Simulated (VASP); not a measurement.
Input of a VASP 6.6.1 run:

INCAR

```
PREC = Accurate
ENCUT = 520
EDIFF = 1E-6
ISMEAR = 0
SIGMA = 0.1
LREAL = F
LASPH = T
NELM = 100
ALGO = Normal
ISIF = 2
LWAVE = F
LCHARG = F
LDIPOL = T
IDIPOL = 3
DIPOL = 0.5 0.5 0.324
IBRION = 2
NSW = 36
EDIFFG = -0.025
```

Contents of KPOINTS:

```
regular mesh
0
Gamma
  6 6 1
```

POSCAR

```
Al12O
1.0
    5.6336864727      0.0000000000      0.0000000000
   -2.8168432363      4.8789156023      0.0000000000
    0.0000000000      0.0000000000     20.0321727095
Al O
12 1
Selective dynamics
Direct
    0.3333333333      0.1666666667      0.1996787896  F F F
    0.3333333333      0.6666666667      0.1996787896  F F F
    0.8333333333      0.1666666667      0.1996787896  F F F
    0.8333333333      0.6666666667      0.1996787896  F F F
    0.1666666667      0.3333333333      0.3128097176  F F F
    0.1666666667      0.8333333333      0.3128097176  F F F
    0.6666666667      0.3333333333      0.3128097176  F F F
    0.6666666667      0.8333333333      0.3128097176  F F F
    0.0000000000      0.0000000000      0.4259234799  F F F
    0.0000000000      0.5000000000      0.4259234799  F F F
    0.5000000000      0.0000000000      0.4259234799  F F F
    0.5000000000      0.5000000000      0.4259234799  F F F
    0.1666666667      0.3333333333      0.4592922940  F F T
```

Potentials or basis: VASP PAW LDA potentials, release 64 (Al, O).

Run with:

```sh
$ cat potpaw_LDA.64/Al/POTCAR potpaw_LDA.64/O/POTCAR > POTCAR
$ mpirun -np 1 vasp_std > vasp.out
```

(1) Estimate the band gap on the k mesh.

(2) Estimate the energy gained by relaxing.

Answers

(1) zero (bands 21 and 22 overlap by 0.45 eV).

(2) 16.3 meV/atom.
